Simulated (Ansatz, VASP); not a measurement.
# Cu3O2 in VASP and in Ansatz

The input INCAR:

```
PREC = Accurate ; ENCUT = 520
EDIFF = 1E-6 ; ISMEAR = 0
SIGMA = 0.15 ; LREAL = False
LASPH = True ; NELM = 150
ALGO = Normal ; ISIF = 2
LWAVE = False ; LCHARG = False
LMAXMIX = 4 ; LDAU = True
LDAUTYPE = 2 ; LDAUL = 2 -1
LDAUU = 4 0 ; LDAUJ = 0 0
LDAUPRINT = 1 ; GGA = PE
NBANDS = 30
```

File KPOINTS:

```
regular mesh
0
Gamma
  12 12 12
```

File POSCAR:

```
Cu3O2
1.0
   -2.0320119686      2.0320119686      3.7136834225
    2.0320119686     -2.0320119686      3.7136834225
    2.0320119686      2.0320119686     -3.7136834225
Cu O
3 2
Direct
    0.2500000000      0.7500000000      0.5000000000
    0.7500000000      0.2500000000      0.5000000000
    0.0000000000      0.0000000000      0.0000000000
    0.0000000000      0.5000000000      0.5000000000
    0.5000000000      0.0000000000      0.5000000000
```

Input for Ansatz:

```yaml
crystal:
  lattice:
    - [-2.0320119686, 2.0320119686, 3.7136834225]
    - [2.0320119686, -2.0320119686, 3.7136834225]
    - [2.0320119686, 2.0320119686, -3.7136834225]
  atoms:
    - { symbol: Cu, position: [0.25, 0.75, 0.5] }
    - { symbol: Cu, position: [0.75, 0.25, 0.5] }
    - { symbol: Cu, position: [0.0, 0.0, 0.0] }
    - { symbol: O, position: [0.0, 0.5, 0.5] }
    - { symbol: O, position: [0.5, 0.0, 0.5] }
basis:
  ecutwfc: 420
kpoints:
  mp_grid: { grid: [12, 12, 12] }
hamiltonian:
  xc: pbe
  hubbard: { sites: [{ species: Cu, l: d, u_eff: 4.0 }] }
scf:
  occupations: { method: gaussian, width: 0.15 }
output:
  forces: true
  stress: true
  eigenvalues: true
  write_density: true
  write_potential: true
  elf: true
  volumetric_format: npy
```

Alike in both runs: task single point; functional PBE; k mesh 12 × 12 × 12; occupations gaussian, width 0.15 eV; no spin polarisation; Hubbard terms Cu d U = 4.0 eV.

```csv
,VASP,Ansatz
version,VASP 6.6.1,Ansatz 0.2.0
potentials or method,"VASP PAW PBE potentials, release 64 (Cu, O), cutoff 520 eV","scalar-relativistic, plane waves, PAW"
valence electrons in the cell,45,69
```

|  | VASP | Ansatz | Ansatz less VASP |
| --- | --- | --- | --- |
| gap on the k mesh at the Fermi level (eV) | none | none | - |
| pressure (GPa) | -3.1 | 0.0 | +3.11 |
| traceless stress, the component that is largest in VASP (GPa) | -3.40 | -0.06 | +3.341 |

The programs project onto different local orbitals, so the same U acts differently, and such runs can settle in different states. A gap of «none» marks a metal or a gap that the smearing closes. VASP's potentials hold 45 valence electrons a cell and Ansatz's 69, so a difference there can come from the potentials and not from the codes. Ansatz's warnings: filled band counts differ across k points.
